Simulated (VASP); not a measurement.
# CoSi2 (Fm-3m) in VASP: vibrations by perturbation theory with PBE

Aim: the vibrations by perturbation theory of CoSi2 with PBE.

All numbers are computed with VASP 6.6.1; they aren't measurements. Logs are shortened: lines on timing, memory, paths and dates and some standing lists are left out, and cuts for length are marked.

## 1. The cell of the first run

It takes space group Fm-3m (No. 225, cubic). The conventional cell has a = 5.362 Å, b = 5.362 Å, c = 5.362 Å, α = 90.00°, β = 90.00°, γ = 90.00°. Within 3.1 Å of Co (site symmetry m-3m) lie 8 Si at 2.32 Å. Si (site symmetry -43m) has 4 Co at 2.32 Å and 6 Si at 2.68 Å within 3.1 Å.

## 2. Vibrations by perturbation theory, PBE

The input, INCAR:

```
SYSTEM = CoSi2
PREC     = Accurate       ! precision mode
ENCUT    = 520            ! plane-wave cutoff, eV
EDIFF    = 1E-8           ! SCF threshold, eV
ISMEAR   = -1             ! smearing method
SIGMA    = 0.15           ! smearing width, eV
LREAL    = .FALSE.        ! projectors in reciprocal space
LASPH    = .TRUE.         ! aspherical terms in the spheres
NELM     = 100            ! most SCF steps
ALGO     = Normal         ! electronic algorithm
ISIF     = 2              ! what is computed and relaxed
LWAVE    = .FALSE.        ! write WAVECAR
LCHARG   = .FALSE.        ! write CHGCAR
GGA      = PE             ! functional
IBRION   = 8              ! ionic algorithm
NSW      = 1              ! ionic steps
```

The input, KPOINTS:

```
Automatic mesh
0
G
  16 16 16
  0 0 0
```

The input, POSCAR:

```
CoSi2
1.0
    0.0000000000      2.6809747392      2.6809747392
    2.6809747392      0.0000000000      2.6809747392
    2.6809747392      2.6809747392      0.0000000000
Co Si
1 2
Direct
    0.0000000000      0.0000000000      0.0000000000
    0.2500000000      0.2500000000      0.2500000000
    0.7500000000      0.7500000000      0.7500000000
```

Potentials or basis: VASP PAW PBE potentials, release 64 (Co, Si).

Command:

```bash
cat potpaw_PBE.64/Co/POTCAR potpaw_PBE.64/Si/POTCAR > POTCAR
mpirun -np 1 vasp_std > vasp.out
```

OUTCAR:

```text
SYSTEM = CoSi2
   PREC = Accurate
   ENCUT = 520
   EDIFF = 1E-8
   ISMEAR = -1
   LREAL = .FALSE.
   LASPH = .TRUE.
   NELM = 100
   ISIF = 2
   GGA = PE
   IBRION = 8
   NSW = 1

 ion  position               nearest neighbor table
   1  0.000  0.000  0.000-   3 2.32   3 2.32   3 2.32   2 2.32   3 2.32   2 2.32   2 2.32   2 2.32

   2  0.250  0.250  0.250-   1 2.32   1 2.32   1 2.32   1 2.32   3 2.68   3 2.68   3 2.68   3 2.68
                             3 2.68   3 2.68
   3  0.750  0.750  0.750-   1 2.32   1 2.32   1 2.32   1 2.32   2 2.68   2 2.68   2 2.68   2 2.68
                             2 2.68   2 2.68

  LATTYP: Found a face centered cubic cell.
 ALAT       =     5.3619494784

  Lattice vectors:

 A1 = (   0.0000000000,   2.6809747392,   2.6809747392)
 A2 = (   2.6809747392,   0.0000000000,   2.6809747392)
 A3 = (   2.6809747392,   2.6809747392,   0.0000000000)

Analysis of symmetry for initial positions (statically):
=====================================================================
 Subroutine PRICEL returns:
 Original cell was already a primitive cell.

 Routine SETGRP: Setting up the symmetry group for a
 face centered cubic supercell.

 Subroutine GETGRP returns: Found 48 space group operations
 (whereof 48 operations were pure point group operations)
 out of a pool of 48 trial point group operations.

The static configuration has the point symmetry O_h .

Analysis of symmetry for dynamics (positions and initial velocities):
=====================================================================
 Subroutine PRICEL returns:
 Original cell was already a primitive cell.

 Routine SETGRP: Setting up the symmetry group for a
 face centered cubic supercell.

 Subroutine GETGRP returns: Found 48 space group operations
 (whereof 48 operations were pure point group operations)
 out of a pool of 48 trial point group operations.

The dynamic configuration has the point symmetry O_h .

 Subroutine INISYM returns: Found 48 space group operations
 (whereof 48 operations are pure point group operations),
 and found     1 'primitive' translations

----------------------------------------------------------------------------------------

                                     Primitive cell

  volume of cell :      38.5397

  direct lattice vectors                    reciprocal lattice vectors
     0.000000000  2.680974739  2.680974739    -0.186499333  0.186499333  0.186499333
     2.680974739  0.000000000  2.680974739     0.186499333 -0.186499333  0.186499333
     2.680974739  2.680974739  0.000000000     0.186499333  0.186499333 -0.186499333

  length of vectors
     3.791470837  3.791470837  3.791470837     0.323026320  0.323026320  0.323026320

  position of ions in fractional coordinates (direct lattice)
     0.000000000  0.000000000  0.000000000
     0.250000000  0.250000000  0.250000000
     0.750000000  0.750000000  0.750000000

  ion indices of the primitive-cell ions
   primitive index   ion index
                 1           1
                 2           2
                 3           3

----------------------------------------------------------------------------------------

 KPOINTS: Automatic mesh

Automatic generation of k-mesh.
 Grid dimensions read from file:
 generate k-points for:   16   16   16

 Generating k-lattice:

[... 100 lines left out ...]
 number of electron      16.9999994 magnetization

 Free energy of the ion-electron system (eV)
  ---------------------------------------------------
  ext. energy  EPLUGINS =         0.00000000
  ---------------------------------------------------
  free energy    TOTEN  =       -19.33427757 eV

  energy without entropy =      -19.25170896  energy(sigma->0) =      -19.29299326

 E-fermi :  10.0714     XC(G=0): -11.7311

 val. band max:       10.0506854230   @ k =   0.4375   0.1875   0.0625
 cond. band min:      10.0950457835   @ k =   0.3125   0.1250   0.0000
 fundamental gap:      0.0443603605
 Fermi energy:        10.0714071871

 k-point     1 :       0.0000    0.0000    0.0000
  band No.  band energies     occupation
      1      -3.0504      2.00000
      2       5.9828      2.00000
      3       5.9828      2.00000
      4       5.9828      2.00000
      5       8.1462      1.99999
      6       8.1462      1.99999
      7      10.7731      0.01843
      8      13.4397      0.00000
      9      13.4397      0.00000
     10      13.4397      0.00000
     11      13.4962      0.00000
     12      13.4962      0.00000
[... 331 lines left out ...]
 k-point    24 :      -0.0625    0.0625    0.0000
  band No.  band energies     occupation
      1      -2.8927      2.00000
      2       5.6262      2.00000
      3       5.9823      2.00000
      4       6.0652      2.00000
      5       8.0537      2.00000
      6       8.1438      1.99999
      7      10.8864      0.00870
      8      11.7404      0.00003
      9      12.2161      0.00000
     10      13.3750      0.00000
     11      13.4707      0.00000
     12      14.8493      0.00000

 [... further k-points ...]
[... 5 lines left out ...]
  --------------------------------------------------------------------------------------
  -------------------------------------------------------------------------------------
  Total       -0.0351795     -0.0351795     -0.0351795      0.0000000      0.0000000     -0.0000000
  in kB       -1.4624878     -1.4624878     -1.4624878      0.0000000      0.0000000     -0.0000000
  external PRESSURE =      -1.4624878 kB  Pullay stress =       0.0000000 kB

 VOLUME and BASIS-vectors are now :
 -----------------------------------------------------------------------------
  energy-cutoff  :      520.00
  volume of cell :       38.54
      direct lattice vectors                 reciprocal lattice vectors
     0.000000000  2.680974739  2.680974739    -0.186499333  0.186499333  0.186499333
     2.680974739  0.000000000  2.680974739     0.186499333 -0.186499333  0.186499333
     2.680974739  2.680974739  0.000000000     0.186499333  0.186499333 -0.186499333

 POSITION                                       TOTAL-FORCE (eV/Angst)
 -----------------------------------------------------------------------------------
      0.00000      0.00000      0.00000        -0.000000     -0.000000     -0.000000
      1.34049      1.34049      1.34049         0.000000      0.000000      0.000000
      4.02146      4.02146      4.02146         0.000000     -0.000000     -0.000000
 -----------------------------------------------------------------------------------
    total drift:                               -0.000000     -0.000000      0.000000

  FREE ENERGIE OF THE ION-ELECTRON SYSTEM (eV)
  ---------------------------------------------------
  free  energy   TOTEN  =       -19.3342775728 eV

  energy  without entropy=      -19.2517089565  energy(sigma->0) =      -19.29299326

[... ionic steps 2 to 3 ...]

--------------------------------------- Ionic step        4  -------------------------------------------

------------------------ aborting loop because EDIFF is reached ----------------------------------------

[... ionic steps 5 to 6 ...]

--------------------------------------- Ionic step        7  -------------------------------------------

 Free energy of the ion-electron system (eV)
  ---------------------------------------------------
  ---------------------------------------------------
  free energy    TOTEN  =        -0.01833705 eV

  energy without entropy =       -0.01833705

------------------------ aborting loop because EDIFF is reached ----------------------------------------

 INTERNAL STRAIN TENSOR  FOR ION    2  DIRECTION 1   (eV/Angst):
 -----------------------------------------------------------------------------
     0.00559  0.00000  0.00000
    -0.00000 -0.00200 -8.76608
     0.00000 -8.76608 -0.00200

 INTERNAL STRAIN TENSOR FOR ION    3 for displacements in x,y,z  (eV/Angst):
          X           Y           Z          XY          YZ          ZX
  --------------------------------------------------------------------------------
  x    -0.00000    -0.00000    -0.00000     0.00000     8.76608    -0.00000
  y    -0.00000     0.00000    -0.00000     0.00000    -0.00000     8.76608
  z    -0.00000    -0.00000     0.00000     8.76608    -0.00000     0.00000

 SECOND DERIVATIVES (NOT SYMMETRIZED)
 ------------------------------------
               1X          1Y          1Z          2X          2Y          2Z          3X          3Y          3Z
  1X   -11.487312    0.000000    0.000000    5.743656    0.000000    0.000000    5.743656    0.000000    0.000000
  1Y     0.000000  -11.487312    0.000000    0.000000    5.743656    0.000000    0.000000    5.743656    0.000000
  1Z     0.000000    0.000000  -11.487312    0.000000    0.000000    5.743656    0.000000    0.000000    5.743656
  2X     5.761353    0.000000    0.000000   -8.268157    0.000000    0.000000    2.506803    0.000000    0.000000
  2Y     0.000000    5.761353    0.000000    0.000000   -8.268157    0.000000    0.000000    2.506803    0.000000
  2Z     0.000000    0.000000    5.761353    0.000000    0.000000   -8.268157    0.000000    0.000000    2.506803
  3X     5.761353    0.000000    0.000000    2.506803    0.000000    0.000000   -8.268157    0.000000    0.000000
  3Y     0.000000    5.761353    0.000000    0.000000    2.506803    0.000000    0.000000   -8.268157    0.000000
  3Z     0.000000    0.000000    5.761353    0.000000    0.000000    2.506803    0.000000    0.000000   -8.268157

 Eigenvectors and eigenvalues of the dynamical matrix
 ----------------------------------------------------

   1 f  =    9.888131 THz    62.128957 2PiTHz  329.832534 cm-1    40.894004 meV
             X         Y         Z           dx          dy          dz
      0.000000  0.000000  0.000000    -0.252157    0.649482    0.042657
      1.340487  1.340487  1.340487     0.182915   -0.471137   -0.030944
      4.021462  4.021462  4.021462     0.182915   -0.471137   -0.030944
[... 43 lines left out ...]
   9 f/i=    0.007602 THz     0.047768 2PiTHz    0.253591 cm-1     0.031441 meV
             X         Y         Z           dx          dy          dz
      0.000000  0.000000  0.000000     0.122414    0.705522    0.004945
      1.340487  1.340487  1.340487     0.084376    0.486296    0.003409
      4.021462  4.021462  4.021462     0.084376    0.486296    0.003409

--------------------------------------------------------------------------------------------------------

 ELASTIC MODULI CONTR FROM IONIC RELAXATION (kBar)
 Direction    XX          YY          ZZ          XY          YZ          ZX
 --------------------------------------------------------------------------------
 XX          -0.0000     -0.0000     -0.0000      0.0000      0.0000      0.0000
 YY          -0.0000     -0.0000     -0.0000      0.0000      0.0000     -0.0000
 ZZ          -0.0000     -0.0000     -0.0000     -0.0000      0.0000      0.0000
 XY           0.0000      0.0000     -0.0000   -592.9635     -0.0000      0.0000
 YZ           0.0000      0.0000      0.0000     -0.0000   -592.9635     -0.0000
 ZX           0.0000     -0.0000      0.0000      0.0000     -0.0000   -592.9635
 --------------------------------------------------------------------------------
```

It took 11 min on 1 thread of Intel Xeon Platinum 8259CL at 2.50GHz (Skylake/Cascade Lake), shared host; peak memory 0.7 GiB.

What came out:

```yaml
Highest_phonon_frequency_at_Γ_LO-TO_splitting_left_out: 330 cm⁻¹
```

Phonon frequencies in cm⁻¹ (negative: imaginary):
| q point | frequencies |
| --- | --- |
| (0.000, 0.000, 0.000) | 0 0 0 323 323 323 330 330 330 |
